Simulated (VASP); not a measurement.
# YAl7N8 (Cm) in VASP: single point with PBEsol

Aim: the single point of YAl7N8 with PBEsol.

Program: VASP 6.6.1. These are calculated values, not measurements. Logs are shortened: lines on timing, memory, paths and dates and some standing lists are left out, and cuts for length are marked.

## (1) The cell of the first run

The structure is monoclinic, space group Cm (No. 8). Conventional cell: a = 10.170 Å, b = 6.384 Å, c = 7.506 Å, α = 90.00°, β = 132.16°, γ = 90.00°. Within 2.4 Å of Y (site symmetry m) lie 3 N at 1.85 Å. Al (site symmetry 1) has 3 N at 1.85 Å within 2.4 Å. Within 2.4 Å of Al (site symmetry m) lie 3 N at 1.85 Å. Within 2.4 Å of Al (site symmetry 1) lie 3 N at 1.85 Å. Al (site symmetry m) has 3 N at 1.85 Å within 2.4 Å. Within 2.4 Å of Al (site symmetry m) lie 3 N at 1.85 Å. N (site symmetry m) has 3 Al at 1.85 Å within 2.4 Å. N (site symmetry m) has 3 Al at 1.85 Å within 2.4 Å.

## (2) Single point, PBEsol (atoms moved along the polar distortion)

File INCAR:

```
SYSTEM = YAl7N8
PREC = Accurate
ENCUT = 520
EDIFF = 1E-6
ISMEAR = 0
SIGMA = 0.01
LREAL = Auto
LASPH = .TRUE.
NELM = 100
ALGO = Normal
ISIF = 2
LWAVE = .FALSE.
LCHARG = .TRUE.
GGA = PS
LELF = .TRUE.
LVHAR = .TRUE.
NBANDS = 50
```

File KPOINTS:

```
regular mesh
0
G
  6 6 6
  0 0 0
```

File POSCAR:

```
YAl7N8
1.0
    3.1921404571     -0.0214751083      5.0848961774
    3.1921404571      0.0214751083     -5.0848961774
   -3.1921404571      5.5642344291     -0.0233967361
Y Al N
1 7 8
Direct
    0.1371666700      0.1961666700      0.3333333300
    0.1371666700      0.1961666700      0.8333333300
    0.6371666700      0.6961666700      0.3333333300
    0.6371666700      0.6961666700      0.8333333300
    0.0538333300      0.6128333300      0.1666666700
    0.5538333300      0.1128333300      0.1666666700
    0.0538333300      0.6128333300      0.6666666700
    0.5538333300      0.1128333300      0.6666666700
    0.3871666700      0.9461666700      0.3333333300
    0.8871666700      0.4461666700      0.3333333300
    0.3871666700      0.9461666700      0.8333333300
    0.8871666700      0.4461666700      0.8333333300
    0.3038333300      0.3628333300      0.1666666700
    0.3038333300      0.3628333300      0.6666666700
    0.8038333300      0.8628333300      0.1666666700
    0.8038333300      0.8628333300      0.6666666700
```

Potentials or basis: VASP PAW PBE potentials, release 64 (Y_sv, Al, N).

The run is started by

```sh
$ cat potpaw_PBE.64/Y_sv/POTCAR potpaw_PBE.64/Al/POTCAR potpaw_PBE.64/N/POTCAR > POTCAR
$ mpirun -np 1 vasp_std > vasp.out
```

OUTCAR:

```text
SYSTEM = YAl7N8
   PREC = Accurate
   ENCUT = 520
   EDIFF = 1E-6
   ISMEAR = 0
   LREAL = Auto
   LASPH = .TRUE.
   NELM = 100
   ISIF = 2
   GGA = PS

 ion  position               nearest neighbor table
   1  0.137  0.196  0.333-  13 1.85  15 1.85  14 1.85  10 2.54   9 2.54   8 3.13   5 3.14   6 3.14
                             6 3.15   5 3.15   7 3.16   3 3.19   3 3.19   4 3.21   2 3.21   2 3.21
   2  0.137  0.196  0.833-  14 1.85  16 1.85  13 1.85  12 2.54  11 2.54   6 3.13   7 3.14   8 3.14
                             8 3.15   7 3.15   5 3.16   4 3.19   4 3.19   1 3.21   3 3.21   1 3.21
   3  0.637  0.696  0.333-  15 1.85  13 1.85  16 1.85  10 2.54   9 2.54   7 3.13   6 3.14   5 3.14
                             5 3.15   6 3.15   8 3.16   1 3.19   1 3.19   4 3.21   2 3.21   4 3.21
   4  0.637  0.696  0.833-  16 1.85  14 1.85  15 1.85  12 2.54  11 2.54   5 3.13   8 3.14   7 3.14
                             7 3.15   8 3.15   6 3.16   2 3.19   2 3.19   3 3.21   1 3.21   3 3.21
   5  0.054  0.613  0.167-  10 1.85   9 1.85  12 1.85  13 2.54  15 2.54   4 3.13   1 3.14   3 3.14
                             3 3.15   1 3.15   2 3.16   6 3.19   6 3.19   7 3.21   7 3.21   8 3.21
   6  0.554  0.113  0.167-   9 1.85  10 1.85  11 1.85  13 2.54  15 2.54   2 3.13   3 3.14   1 3.14
                             1 3.15   3 3.15   4 3.16   5 3.19   5 3.19   7 3.21   8 3.21   8 3.21
   7  0.054  0.613  0.667-  12 1.85  11 1.85  10 1.85  14 2.54  16 2.54   3 3.13   2 3.14   4 3.14
                             4 3.15   2 3.15   1 3.16   8 3.19   8 3.19   6 3.21   5 3.21   5 3.21
   8  0.554  0.113  0.667-  11 1.85  12 1.85   9 1.85  14 2.54  16 2.54   1 3.13   4 3.14   2 3.14
                             2 3.15   4 3.15   3 3.16   7 3.19   7 3.19   6 3.21   6 3.21   5 3.21
   9  0.387  0.946  0.333-   6 1.85   5 1.85   8 1.85   3 2.54   1 2.54
  10  0.887  0.446  0.333-   5 1.85   6 1.85   7 1.85   3 2.54   1 2.54
  11  0.387  0.946  0.833-   8 1.85   7 1.85   6 1.85   4 2.54   2 2.54
  12  0.887  0.446  0.833-   7 1.85   8 1.85   5 1.85   4 2.54   2 2.54
  13  0.304  0.363  0.167-   1 1.85   3 1.85   2 1.85   5 2.54   6 2.54
  14  0.304  0.363  0.667-   2 1.85   4 1.85   1 1.85   7 2.54   8 2.54
  15  0.804  0.863  0.167-   3 1.85   1 1.85   4 1.85   5 2.54   6 2.54
  16  0.804  0.863  0.667-   4 1.85   2 1.85   3 1.85   7 2.54   8 2.54

  LATTYP: Found a base centered monoclinic cell.
 ALAT       =    10.1698830505
 B/A-ratio  =     0.6277634544
 C/A-ratio  =     0.7380676204
 COS(beta)  =    -0.6711969762

  Lattice vectors:

 A1 = (   3.1921404571,   0.0214751083,  -5.0848961774)
 A2 = (  -3.1921404571,   0.0214751083,  -5.0848961774)
 A3 = (   0.0000000000,   5.5427593208,   5.0614994413)

Analysis of symmetry for initial positions (statically):
=====================================================================
 Subroutine PRICEL returns:
 Original cell was already a primitive cell.

 Routine SETGRP: Setting up the symmetry group for a
 base centered monoclinic supercell.
[... 162 lines left out ...]
   ISMEAR =     0;   SIGMA  =   0.01  broadening in eV -4-tet -1-fermi 0-gaus
   EFERMI_NEDOS =   21; number of points for ismear=-14 and -15
   IALGO  =     38    algorithm
   IMIX   =      4    mixing-type and parameters
     AMIX     =   0.40;   BMIX     =  1.00
     AMIX_MAG =   1.60;   BMIX_MAG =  1.00
  volume/ion in A,a.u.               =      11.29        76.18
  Fermi-wavevector in a.u.,A,eV,Ry     =   1.204819  2.276777 19.750058  1.451588
  Thomas-Fermi vector in A             =   2.340533
   LORBIT       =      0    0 simple, 1 ext, 2 COOP (PROOUT), +10 PAW based schemes
   GGA     = PS    functional components
   LHFCALC =     F    Hartree Fock is set to
   AEXX    =    0.0000 exact exchange contribution
   IVDW    =     0    specifies the selected vdW correction
   LEPSILON=     F    determine dielectric tensor
   LRPA    =     F    only Hartree local field effects (RPA)
 non-spin polarized calculation
 Gauss-broadening in eV      SIGMA  =   0.01
  energy-cutoff  :      520.00
  volume of cell :      180.63
 maximum number of plane-waves:      4892
 NGX is ok and might be reduce to    48
   NGX = 23   NGY = 23   NGZ = 23

 number of electron      72.0000005 magnetization

 Free energy of the ion-electron system (eV)
  ---------------------------------------------------
  ext. energy  EPLUGINS =         0.00000000
  ---------------------------------------------------
  free energy    TOTEN  =      -120.03567497 eV

  energy without entropy =     -120.03567497  energy(sigma->0) =     -120.03567497

 E-fermi :   6.3274     XC(G=0): -10.9706

 val. band max:        6.2737605071   @ k =   0.0000   0.0000   0.0000
 cond. band min:       8.3516400853   @ k =   0.0000   0.0000   0.0000
 fundamental gap:      2.0778795782
 Fermi energy:         6.3273791434

 k-point     1 :       0.0000    0.0000    0.0000
  band No.  band energies     occupation
      1     -32.2764      2.00000
      2     -14.1452      2.00000
      3     -14.1062      2.00000
      4     -12.6964      2.00000
      5      -9.3650      2.00000
      6      -7.8607      2.00000
[... 1213 lines left out ...]
     47      13.0019      0.00000
     48      13.4491      0.00000

 [... further k-points ...]

 [bands above 48 left out]

------------------------ aborting loop because EDIFF is reached ----------------------------------------

  FORCE on cell =-STRESS in cart. coord.  units (eV):
  Direction    XX          YY          ZZ          XY          YZ          ZX
  --------------------------------------------------------------------------------------
  -------------------------------------------------------------------------------------
  Total       28.9440126     26.0624888    -13.7521885      0.0000000      0.9025190     -0.0000000
  in kB      256.7305413    231.1717089   -121.9805574      0.0000000      8.0052550     -0.0000000
  external PRESSURE =     121.9738976 kB  Pullay stress =       0.0000000 kB

 VOLUME and BASIS-vectors are now :
 -----------------------------------------------------------------------------
  energy-cutoff  :      520.00
  volume of cell :      180.63
      direct lattice vectors                 reciprocal lattice vectors
     3.192140457 -0.021475108  5.084896177     0.156634712  0.090274689  0.098711683
     3.192140457  0.021475108 -5.084896177     0.156634712  0.089447746 -0.097952659
    -3.192140457  5.564234429 -0.023396736     0.000000000  0.179722435  0.000759024

 POSITION                                       TOTAL-FORCE (eV/Angst)
 -----------------------------------------------------------------------------------
      0.00000      1.85601     -0.30781        -0.000000      0.428158     -0.000032
     -1.59607      4.63813     -0.31951         0.724082      0.466001     -0.003021
      3.19214      1.85601     -0.30781         0.000000     -0.695809      0.001391
      1.59607      4.63813     -0.31951        -0.724082      0.466001     -0.003021
      1.59607      0.93938     -2.84636         0.007053     -0.362710     -0.013248
      1.59607      0.91790      2.23854        -0.007053     -0.362710     -0.013248
[... 8 lines left out ...]
      4.78821      0.92864     -0.30391        -7.898548     -4.692515      0.021255
      3.19214      3.71076     -0.31561         0.000000     -0.141358     -0.000283
 -----------------------------------------------------------------------------------
    total drift:                               -0.000029      0.014379     -0.027149

  FREE ENERGIE OF THE ION-ELECTRON SYSTEM (eV)
  ---------------------------------------------------
  free  energy   TOTEN  =      -120.0356749741 eV

  energy  without entropy=     -120.0356749741  energy(sigma->0) =     -120.03567497
```

OSZICAR:

```text
N       E                     dE             d eps       ncg     rms          rms(c)
DAV:   1     0.351161148999E+03    0.35116E+03   -0.34255E+04  6800   0.133E+03
DAV:   2    -0.107368776171E+03   -0.45853E+03   -0.44184E+03  8872   0.291E+02
DAV:   3    -0.139699487101E+03   -0.32331E+02   -0.32144E+02  9248   0.768E+01
DAV:   4    -0.140711345500E+03   -0.10119E+01   -0.10102E+01 10568   0.113E+01
DAV:   5    -0.140719886390E+03   -0.85409E-02   -0.85393E-02  8800   0.120E+00    0.101E+02
DAV:   6    -0.120054772897E+03    0.20665E+02   -0.84069E+01  8256   0.352E+01    0.631E+01
DAV:   7    -0.120137688007E+03   -0.82915E-01   -0.59939E+00  8760   0.910E+00    0.196E+01
DAV:   8    -0.120046924970E+03    0.90763E-01   -0.69005E-01  8118   0.378E+00    0.290E+00
DAV:   9    -0.120035431324E+03    0.11494E-01   -0.94482E-02  8200   0.155E+00    0.100E+00
DAV:  10    -0.120036605163E+03   -0.11738E-02   -0.19693E-02  9358   0.612E-01    0.445E-01
DAV:  11    -0.120035593521E+03    0.10116E-02   -0.63258E-03  8944   0.368E-01    0.157E-01
DAV:  12    -0.120035669141E+03   -0.75620E-04   -0.75713E-04  8584   0.132E-01    0.557E-02
DAV:  13    -0.120035677511E+03   -0.83705E-05   -0.10674E-04  9720   0.433E-02    0.206E-02
DAV:  14    -0.120035675077E+03    0.24345E-05   -0.25890E-05  8464   0.235E-02    0.958E-03
DAV:  15    -0.120035674974E+03    0.10250E-06   -0.43831E-06  7504   0.949E-03
   1 F= -.12003567E+03 E0= -.12003567E+03  d E =-.853467E-17
```

Run time: 30 min. Hardware: 1 thread of Intel Xeon Platinum 8259CL at 2.50GHz (Skylake/Cascade Lake), shared host; peak memory 0.57 GiB.

Results:

| Quantity | Value |
| --- | --- |
| Free energy | -120.0357 eV |
| Pressure | 12.2 GPa |
| Largest force | 9.187 eV/Å |
| Band gap on the k mesh | 2.08 eV |

Forces on the atoms (eV/Å):
```
Y    0.000  0.428  0.000
Al   0.724  0.466 -0.003
Al   0.000 -0.696  0.001
Al  -0.724  0.466 -0.003
Al   0.007 -0.363 -0.013
Al  -0.007 -0.363 -0.013
Al   0.000  0.169 -0.075
Al   0.000  0.184  0.095
N    0.000  0.131  0.215
N    0.000  0.140 -0.211
N    0.001  0.065  0.001
N   -0.001  0.065  0.001
N    7.899 -4.693  0.021
N    0.000  8.834 -0.036
N   -7.899 -4.693  0.021
N    0.000 -0.141  0.000
```

Caveat: the cell differs from its parent crystal (atoms moved along the polar distortion); the stress differs along the axes, from -12 to 26 GPa; the PAW data sets were made with another functional, which shifts forces and pressure a little. A k mesh can miss the band edges.
